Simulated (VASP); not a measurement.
# ZnS (F-43m) in VASP: notebook

The runs below take ZnS through single point, with r2SCAN, HSE06, PBE-based screened hybrid with 50 % exact exchange, HF.

Program: VASP 6.6.1. These are calculated values, not measurements. Logs are shortened: lines on timing, memory, paths and dates and some standing lists are left out, and cuts for length are marked.

## Step 1: The cell of the first run

Symmetry: F-43m, No. 216, cubic system. The conventional cell has a = 5.388 Å, b = 5.388 Å, c = 5.388 Å, α = 90.00°, β = 90.00°, γ = 90.00°. Zn (site symmetry -43m) has 4 S at 2.33 Å within 3.1 Å. Within 3.1 Å of S (site symmetry -43m) lie 4 Zn at 2.33 Å.

## Step 2: Single point, r2SCAN

POSCAR reads:

```
ZnS
1.0
    0.0000000000      2.6940858343      2.6940858343
    2.6940858343      0.0000000000      2.6940858343
    2.6940858343      2.6940858343      0.0000000000
Zn S
1 1
Direct
    0.0000000000      0.0000000000      0.0000000000
    0.2500000000      0.2500000000      0.2500000000
```

INCAR.step1 reads:

```
SYSTEM = ZnS
PREC     = Accurate       ! precision mode
ENCUT    = 520            ! plane-wave cutoff, eV
ISMEAR   = 0              ! smearing method
SIGMA    = 0.01           ! smearing width, eV
LREAL    = .FALSE.        ! projectors in reciprocal space
LASPH    = .TRUE.         ! aspherical terms in the spheres
NELM     = 60             ! most SCF steps
NBANDS   = 16             ! bands
GGA      = PE             ! functional
ALGO     = Normal         ! electronic algorithm
EDIFF    = 1E-4           ! SCF threshold, eV
LWAVE    = .TRUE.         ! write WAVECAR
LCHARG   = .FALSE.        ! write CHGCAR
```

INCAR.step2 reads:

```
SYSTEM = ZnS
PREC     = Accurate       ! precision mode
ENCUT    = 520            ! plane-wave cutoff, eV
EDIFF    = 1E-6           ! SCF threshold, eV
ISMEAR   = 0              ! smearing method
SIGMA    = 0.01           ! smearing width, eV
LREAL    = .FALSE.        ! projectors in reciprocal space
LASPH    = .TRUE.         ! aspherical terms in the spheres
NELM     = 60             ! most SCF steps
ALGO     = Normal         ! electronic algorithm
ISIF     = 2              ! what is computed and relaxed
LWAVE    = .FALSE.        ! write WAVECAR
LCHARG   = .FALSE.        ! write CHGCAR
METAGGA  = R2SCAN         ! meta-GGA
LMIXTAU  = .TRUE.       
NBANDS   = 16             ! bands
ISTART   = 1
```

KPOINTS reads:

```
Automatic mesh
0
G
  6 6 6
  0 0 0
```

Potentials or basis: VASP PAW PBE potentials, release 64 (Zn, S).

The run is started by

```bash
> cat potpaw_PBE.64/Zn/POTCAR potpaw_PBE.64/S/POTCAR > POTCAR
> cp INCAR.step1 INCAR
> mpirun -np 1 vasp_std > vasp.out
> cp INCAR.step2 INCAR
> mpirun -np 1 vasp_std > vasp.out
```

OUTCAR:

```text
SYSTEM = ZnS
   PREC = Accurate
   ENCUT = 520
   EDIFF = 1E-6
   ISMEAR = 0
   LREAL = .FALSE.
   LASPH = .TRUE.
   NELM = 60
   ISIF = 2
   METAGGA = R2SCAN
   ISTART = 1

 ion  position               nearest neighbor table
   1  0.000  0.000  0.000-   2 2.33   2 2.33   2 2.33   2 2.33
   2  0.250  0.250  0.250-   1 2.33   1 2.33   1 2.33   1 2.33

  LATTYP: Found a face centered cubic cell.
 ALAT       =     5.3881716686

  Lattice vectors:

 A1 = (   0.0000000000,   2.6940858343,   2.6940858343)
 A2 = (   2.6940858343,   0.0000000000,   2.6940858343)
 A3 = (   2.6940858343,   2.6940858343,   0.0000000000)

Analysis of symmetry for initial positions (statically):
=====================================================================
 Subroutine PRICEL returns:
 Original cell was already a primitive cell.

 Routine SETGRP: Setting up the symmetry group for a
 face centered cubic supercell.

 Subroutine GETGRP returns: Found 24 space group operations
 (whereof 24 operations were pure point group operations)
 out of a pool of 48 trial point group operations.

The static configuration has the point symmetry T_d .

Analysis of symmetry for dynamics (positions and initial velocities):
=====================================================================
 Subroutine PRICEL returns:
 Original cell was already a primitive cell.

 Routine SETGRP: Setting up the symmetry group for a
 face centered cubic supercell.

 Subroutine GETGRP returns: Found 24 space group operations
 (whereof 24 operations were pure point group operations)
 out of a pool of 48 trial point group operations.

The dynamic configuration has the point symmetry T_d .

 Subroutine INISYM returns: Found 24 space group operations
 (whereof 24 operations are pure point group operations),
 and found     1 'primitive' translations

----------------------------------------------------------------------------------------

                                     Primitive cell

  volume of cell :      39.1079

  direct lattice vectors                    reciprocal lattice vectors
     0.000000000  2.694085834  2.694085834    -0.185591711  0.185591711  0.185591711
     2.694085834  0.000000000  2.694085834     0.185591711 -0.185591711  0.185591711
     2.694085834  2.694085834  0.000000000     0.185591711  0.185591711 -0.185591711

  length of vectors
     3.810012725  3.810012725  3.810012725     0.321454273  0.321454273  0.321454273

[... 70 lines left out ...]
   NELM   =     60;   NELMIN=  2; NELMDL=  0     # of ELM steps
   EDIFF  = 0.1E-05   stopping-criterion for ELM
   LREAL  =      F    real-space projection
   EDIFFG = 0.1E-04   stopping-criterion for IOM
   NSW    =      0    number of steps for IOM
   IBRION =     -1    ionic relax: 0-MD 1-quasi-New 2-CG
   NFREE  =      0    steps in history (QN), initial steepest desc. (CG)
   ISIF   =      2    stress and relaxation
   ISYM   =      2    0-nonsym 1-usesym 2-fastsym
   POTIM  = 0.5000    time-step for ionic-motion
   TEBEG  =    0.0;   TEEND  =   0.0 temperature during run
   PSTRESS=    0.0 pullay stress
   NELECT =      18.0000    total number of electrons
   NUPDOWN=      -1.0000    fix difference up-down
   EMIN   =  10.00;   EMAX   =-10.00  energy-range for DOS
   EFERMI =   0.00;   METHOD = LEGACY
   ISMEAR =     0;   SIGMA  =   0.01  broadening in eV -4-tet -1-fermi 0-gaus
   EFERMI_NEDOS =   21; number of points for ismear=-14 and -15
   IALGO  =     38    algorithm
   IMIX   =      4    mixing-type and parameters
     AMIX     =   0.40;   BMIX     =  1.00
     AMIX_MAG =   1.60;   BMIX_MAG =  1.00
  volume/ion in A,a.u.               =      19.55       131.96
  Fermi-wavevector in a.u.,A,eV,Ry     =   1.263992  2.388598 21.737690  1.597675
  Thomas-Fermi vector in A             =   2.397320
   LORBIT       =      0    0 simple, 1 ext, 2 COOP (PROOUT), +10 PAW based schemes
   METAGGA = R2SCAN    functional components
   LHFCALC =     F    Hartree Fock is set to
   AEXX    =    0.0000 exact exchange contribution
   IVDW    =     0    specifies the selected vdW correction
   LEPSILON=     F    determine dielectric tensor
   LRPA    =     F    only Hartree local field effects (RPA)
 non-spin polarized calculation
 Gauss-broadening in eV      SIGMA  =   0.01
  energy-cutoff  :      520.00
  volume of cell :       39.11
 maximum number of plane-waves:      1067
   NGX = 15   NGY = 15   NGZ = 15

 number of electron      18.0000006 magnetization

 Free energy of the ion-electron system (eV)
  ---------------------------------------------------
  ext. energy  EPLUGINS =         0.00000000
  ---------------------------------------------------
  free energy    TOTEN  =       -18.86389860 eV

  energy without entropy =      -18.86389860  energy(sigma->0) =      -18.86389860

 E-fermi :   1.9681     XC(G=0): -10.3282

 val. band max:        1.9156554188   @ k =   0.0000   0.0000   0.0000
 cond. band min:       4.6306366558   @ k =   0.0000   0.0000   0.0000
 fundamental gap:      2.7149812370
 Fermi energy:         1.9681473374

 k-point     1 :       0.0000    0.0000    0.0000
  band No.  band energies     occupation
      1     -11.8231      2.00000
      2      -4.6206      2.00000
      3      -4.6206      2.00000
      4      -4.6205      2.00000
      5      -4.0634      2.00000
      6      -4.0634      2.00000
[... 281 lines left out ...]
      3      -4.2991      2.00000
      4      -4.2008      2.00000
      5      -4.0405      2.00000
      6      -3.7050      2.00000
[... 8 lines left out ...]
     15      16.5416      0.00000
     16      17.6130      0.00000

------------------------ aborting loop because EDIFF is reached ----------------------------------------

  FORCE on cell =-STRESS in cart. coord.  units (eV):
  Direction    XX          YY          ZZ          XY          YZ          ZX
  --------------------------------------------------------------------------------------
  -------------------------------------------------------------------------------------
  Total        0.0143067      0.0143067      0.0143067      0.0000000      0.0000000     -0.0000000
  in kB        0.5861199      0.5861199      0.5861199      0.0000000      0.0000000     -0.0000000
  external PRESSURE =       0.5861199 kB  Pullay stress =       0.0000000 kB

 VOLUME and BASIS-vectors are now :
 -----------------------------------------------------------------------------
  energy-cutoff  :      520.00
  volume of cell :       39.11
      direct lattice vectors                 reciprocal lattice vectors
     0.000000000  2.694085834  2.694085834    -0.185591711  0.185591711  0.185591711
     2.694085834  0.000000000  2.694085834     0.185591711 -0.185591711  0.185591711
     2.694085834  2.694085834  0.000000000     0.185591711  0.185591711 -0.185591711

 POSITION                                       TOTAL-FORCE (eV/Angst)
 -----------------------------------------------------------------------------------
      0.00000      0.00000      0.00000        -0.000000      0.000000     -0.000000
      1.34704      1.34704      1.34704         0.000000     -0.000000      0.000000
 -----------------------------------------------------------------------------------
    total drift:                                0.000011      0.000011      0.000011

  FREE ENERGIE OF THE ION-ELECTRON SYSTEM (eV)
  ---------------------------------------------------
  free  energy   TOTEN  =       -18.8638986020 eV

  energy  without entropy=      -18.8638986020  energy(sigma->0) =      -18.86389860
```

OSZICAR.step1:

```text
N       E                     dE             d eps       ncg     rms          rms(c)
DAV:   1     0.892290279515E+02    0.89229E+02   -0.87898E+03   512   0.135E+03
DAV:   2    -0.148246890280E+01   -0.90711E+02   -0.84887E+02   584   0.258E+02
DAV:   3    -0.720714406083E+01   -0.57247E+01   -0.57051E+01   640   0.631E+01
DAV:   4    -0.726783202138E+01   -0.60688E-01   -0.60670E-01   640   0.701E+00
DAV:   5    -0.726852555915E+01   -0.69354E-03   -0.69352E-03   608   0.688E-01    0.698E+00
DAV:   6    -0.686066691482E+01    0.40786E+00   -0.73540E-01   760   0.300E+01    0.545E+00
DAV:   7    -0.683987682587E+01    0.20790E-01   -0.25447E-01   584   0.454E+00    0.275E+00
DAV:   8    -0.683918276749E+01    0.69406E-03   -0.51592E-03   664   0.892E-01    0.726E-01
DAV:   9    -0.683942014596E+01   -0.23738E-03   -0.13047E-03   600   0.287E-01    0.988E-02
DAV:  10    -0.683959300692E+01   -0.17286E-03   -0.24341E-04   576   0.126E-01    0.481E-02
DAV:  11    -0.683958246683E+01    0.10540E-04   -0.31403E-05   376   0.620E-02
   1 F= -.68395825E+01 E0= -.68395825E+01  d E =-.136406E-12
```

It took 18 s on 1 thread of Intel Xeon 6975P-C (Granite Rapids), shared host; peak memory 0.16 GiB.

What came out:

```
Free energy            : -18.8639 eV
Pressure               : 0.1 GPa
Band gap on the k mesh : 2.71 eV
```

Levels at points of the mesh, in eV from the valence-band top:
```tsv
k point	band 6	band 7	band 8	band 9	band 10	band 11	band 12	band 13
(0.00, 0.00, 0.00)	-5.98	0.00	0.00	0.00	2.71	6.89	6.89	6.89
(0.50, 0.00, 0.00)	-5.78	-5.46	-0.90	-0.90	3.83	7.39	7.39	9.45
(0.50, 0.50, 0.00)	-5.76	-4.65	-2.31	-2.31	3.71	4.48	11.83	12.88
```

Caveat: the PAW data sets were made with another functional, which shifts forces and pressure a little.

## Step 3: Single point, r2SCAN

POSCAR is that of step 2.

INCAR.step1 reads:

```
  PREC = Accurate
  ENCUT = 520
  ISMEAR = 0
  SIGMA = 0.01
  LREAL = False
  LASPH = True
  NELM = 100
  NBANDS = 16
  GGA = PE
  ALGO = Normal
  EDIFF = 1E-4
  LWAVE = True
  LCHARG = False
```

INCAR.step2 reads:

```
  PREC = Accurate
  ENCUT = 520
  EDIFF = 1E-6
  ISMEAR = 0
  SIGMA = 0.01
  LREAL = False
  LASPH = True
  NELM = 100
  ALGO = Normal
  ISIF = 2
  LWAVE = False
  LCHARG = True
  METAGGA = R2SCAN
  LMIXTAU = True
  LELF = True
  LVHAR = True
  NBANDS = 16
  ISTART = 1
```

KPOINTS reads:

```
regular mesh
0
Gamma
  6 6 6
```

Potentials or basis: VASP PAW PBE potentials, release 64 (Zn, S).

The run is started by

```bash
> cat potpaw_PBE.64/Zn/POTCAR potpaw_PBE.64/S/POTCAR > POTCAR
> cp INCAR.step1 INCAR
> mpirun -np 1 vasp_std > vasp.out
> cp INCAR.step2 INCAR
> mpirun -np 1 vasp_std > vasp.out
```

Run time: 19 s. Hardware: 1 thread of Intel Xeon 6975P-C (Granite Rapids), shared host; peak memory 0.16 GiB.

The run converged. Its results:

| Property | Result |
| --- | --- |
| Free energy | -18.8639 eV |
| Pressure | 0.1 GPa |
| Band gap on the k mesh | 2.71 eV |

Levels at points of the mesh, in eV from the valence-band top:
```csv
k point,band 7,band 8,band 9,band 10,band 11,band 12
"(0.00, 0.00, 0.00)",0.00,0.00,0.00,2.71,6.89,6.89
"(0.50, 0.00, 0.00)",-5.46,-0.90,-0.90,3.83,7.39,7.39
"(0.50, 0.50, 0.00)",-4.65,-2.31,-2.31,3.71,4.48,11.83
```

Caveat: the PAW data sets were made with another functional, which shifts forces and pressure a little.

## Step 4: Single point, HSE06

POSCAR is that of step 3.

INCAR.step1 reads:

```
SYSTEM = ZnS
PREC     = Accurate       ! precision mode
ENCUT    = 520            ! plane-wave cutoff, eV
EDIFF    = 1E-5           ! SCF threshold, eV
ISMEAR   = 0              ! smearing method
SIGMA    = 0.01           ! smearing width, eV
LREAL    = .False.        ! projectors in reciprocal space
LASPH    = .True.         ! aspherical terms in the spheres
NELM     = 100            ! most SCF steps
ALGO     = Normal         ! electronic algorithm
ISIF     = 2              ! what is computed and relaxed
LWAVE    = .True.         ! write WAVECAR
LCHARG   = .False.        ! write CHGCAR
GGA      = PE             ! functional
NBANDS   = 16             ! bands
```

INCAR.step2 reads:

```
SYSTEM = ZnS
PREC     = Accurate       ! precision mode
ENCUT    = 520            ! plane-wave cutoff, eV
EDIFF    = 1E-6           ! SCF threshold, eV
ISMEAR   = 0              ! smearing method
SIGMA    = 0.01           ! smearing width, eV
LREAL    = .False.        ! projectors in reciprocal space
LASPH    = .True.         ! aspherical terms in the spheres
NELM     = 100            ! most SCF steps
ALGO     = Normal         ! electronic algorithm
ISIF     = 2              ! what is computed and relaxed
LWAVE    = .False.        ! write WAVECAR
LCHARG   = .False.        ! write CHGCAR
GGA      = PE             ! functional
LHFCALC  = .True.         ! exact exchange
HFSCREEN = 0.2079         ! screening, 1/A
PRECFOCK = Normal       
ISTART   = 1            
NBANDS   = 16             ! bands
```

KPOINTS reads:

```
regular mesh
0
Gamma
  4 4 4
  0 0 0
```

Potentials or basis: VASP PAW PBE potentials, release 64 (Zn, S).

The run is started by

```bash
> cat potpaw_PBE.64/Zn/POTCAR potpaw_PBE.64/S/POTCAR > POTCAR
> cp INCAR.step1 INCAR
> mpirun -np 1 vasp_std > vasp.out
> cp INCAR.step2 INCAR
> mpirun -np 1 vasp_std > vasp.out
```

OUTCAR:

```text
SYSTEM = ZnS
   PREC = Accurate
   ENCUT = 520
   EDIFF = 1E-6
   ISMEAR = 0
   LREAL = .False.
   LASPH = .True.
   NELM = 100
   ISIF = 2
   GGA = PE
   LHFCALC = .True.
   HFSCREEN = 0.2079
   PRECFOCK = Normal
   ISTART = 1

 ion  position               nearest neighbor table
   1  0.000  0.000  0.000-   2 2.33   2 2.33   2 2.33   2 2.33
   2  0.250  0.250  0.250-   1 2.33   1 2.33   1 2.33   1 2.33

  LATTYP: Found a face centered cubic cell.
 ALAT       =     5.3881716686

[... 329 lines left out ...]

------------------------ aborting loop because EDIFF is reached ----------------------------------------

  FORCE on cell =-STRESS in cart. coord.  units (eV):
  Direction    XX          YY          ZZ          XY          YZ          ZX
  --------------------------------------------------------------------------------------
  -------------------------------------------------------------------------------------
  Total        0.4602084      0.4602084      0.4602084     -0.0000000      0.0000000     -0.0000000
  in kB       18.8538855     18.8538855     18.8538855     -0.0000000      0.0000000     -0.0000000
  external PRESSURE =      18.8538855 kB  Pullay stress =       0.0000000 kB

 VOLUME and BASIS-vectors are now :
 -----------------------------------------------------------------------------
  energy-cutoff  :      520.00
  volume of cell :       39.11
      direct lattice vectors                 reciprocal lattice vectors
     0.000000000  2.694085834  2.694085834    -0.185591711  0.185591711  0.185591711
     2.694085834  0.000000000  2.694085834     0.185591711 -0.185591711  0.185591711
     2.694085834  2.694085834  0.000000000     0.185591711  0.185591711 -0.185591711

 POSITION                                       TOTAL-FORCE (eV/Angst)
 -----------------------------------------------------------------------------------
      0.00000      0.00000      0.00000         0.000000     -0.000000     -0.000000
      1.34704      1.34704      1.34704        -0.000000      0.000000      0.000000
 -----------------------------------------------------------------------------------
    total drift:                                0.000217      0.000172      0.000117

  FREE ENERGIE OF THE ION-ELECTRON SYSTEM (eV)
  ---------------------------------------------------
  free  energy   TOTEN  =        -8.3330877490 eV

  energy  without entropy=       -8.3330877490  energy(sigma->0) =       -8.33308775
```

OUTCAR.step1:

```text
SYSTEM = ZnS
   PREC = Accurate
   ENCUT = 520
   EDIFF = 1E-5
   ISMEAR = 0
   LREAL = .False.
   LASPH = .True.
[... 354 lines left out ...]
      0.00000      0.00000      0.00000        -0.000000     -0.000000     -0.000000
      1.34704      1.34704      1.34704         0.000000      0.000000      0.000000
 -----------------------------------------------------------------------------------
    total drift:                                0.000001      0.000001      0.000001

  FREE ENERGIE OF THE ION-ELECTRON SYSTEM (eV)
  ---------------------------------------------------
  free  energy   TOTEN  =        -6.7951649236 eV

  energy  without entropy=       -6.7951649236  energy(sigma->0) =       -6.79516492
```

OSZICAR.step1:

```text
N       E                     dE             d eps       ncg     rms          rms(c)
DAV:   1     0.899122878196E+02    0.89912E+02   -0.91185E+03   264   0.132E+03
DAV:   2    -0.167777735518E+01   -0.91590E+02   -0.85008E+02   304   0.260E+02
DAV:   3    -0.717786892654E+01   -0.55001E+01   -0.54796E+01   312   0.612E+01
DAV:   4    -0.723747835514E+01   -0.59609E-01   -0.59596E-01   312   0.697E+00
DAV:   5    -0.723817670524E+01   -0.69835E-03   -0.69834E-03   312   0.695E-01    0.693E+00
DAV:   6    -0.681783116019E+01    0.42035E+00   -0.74447E-01   360   0.300E+01    0.541E+00
DAV:   7    -0.679515997013E+01    0.22671E-01   -0.25701E-01   320   0.451E+00    0.277E+00
DAV:   8    -0.679469199597E+01    0.46797E-03   -0.53454E-03   312   0.907E-01    0.754E-01
DAV:   9    -0.679498847790E+01   -0.29648E-03   -0.13814E-03   288   0.297E-01    0.978E-02
DAV:  10    -0.679517602081E+01   -0.18754E-03   -0.26191E-04   296   0.129E-01    0.434E-02
DAV:  11    -0.679516446877E+01    0.11552E-04   -0.36223E-05   320   0.618E-02    0.962E-03
DAV:  12    -0.679516492359E+01   -0.45482E-06   -0.36847E-06   176   0.181E-02
   1 F= -.67951649E+01 E0= -.67951649E+01  d E =-.903480E-30
```

Run time: 2.8 min. Hardware: 1 thread of Intel Xeon 6975P-C (Granite Rapids), shared host; peak memory 0.25 GiB.

Results:

| Property | Result |
| --- | --- |
| Free energy | -8.3331 eV |
| Pressure | 1.9 GPa |
| Band gap on the k mesh | 3.38 eV |

Caveat: the k points lie up to 0.50 Å⁻¹ apart; the PAW data sets were made with another functional, which shifts forces and pressure a little.

(Continued in part 2 of 2.)
